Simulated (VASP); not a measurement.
A run of VASP 6.6.1 is set up as follows.

Contents of INCAR:

```
PREC = Accurate ; ENCUT = 500
EDIFF = 1E-6 ; ISMEAR = -1
SIGMA = 0.1 ; LREAL = F
LASPH = T ; NELM = 200
ALGO = Normal ; ISIF = 2
LWAVE = F ; LCHARG = T
LMAXMIX = 4 ; LDAU = T
LDAUTYPE = 2 ; LDAUL = -1 2
LDAUU = 0 2 ; LDAUJ = 0 0
LDAUPRINT = 1 ; GGA = PE
LELF = T ; LVHAR = T
ISYM = 0 ; NBANDS = 20
GGA_COMPAT = F
```

KPOINTS

```
Automatic mesh
0
Gamma
  5 5 5
  0.5 0.5 0.5
```

File POSCAR:

```
Na2Ag
1.0
    5.1997016823      0.1088945092      0.0000000000
   -2.5055448283      4.5575213343      0.0000000000
    0.0000000000      0.0000000000      3.1066383646
Na Ag
2 1
Direct
    0.3302637107      0.6697362893      0.5000000000
    0.6697362893      0.3302637107      0.5000000000
    0.0000000000      0.0000000000      0.0000000000
```

Potentials or basis: VASP PAW PBE potentials, release 64 (Na_pv, Ag).

Command:

```console
$ cat potpaw_PBE.64/Na_pv/POTCAR potpaw_PBE.64/Ag/POTCAR > POTCAR
$ mpirun -np 1 vasp_std > vasp.out
```

Question: What does it give for the band gap on the k mesh?

Answer: Zero (an odd number of electrons rules out a gap without spin polarisation).

Question: What does it give for the pressure?

Answer: 0.1 GPa.

Eigenvalues of the final occupation matrices:
```
    site  spin  trace               eigenvalues
site 3 d     1   4.64  0.92 0.93 0.93 0.93 0.93
site 3 d     2   4.64  0.92 0.93 0.93 0.93 0.93
```

Caveat: the k points lie up to 0.40 Å⁻¹ apart, too coarse for converged energies and pressures of a metal; U without spin polarisation on a metal has little footing; the U is typed as a test and isn't derived for this compound.
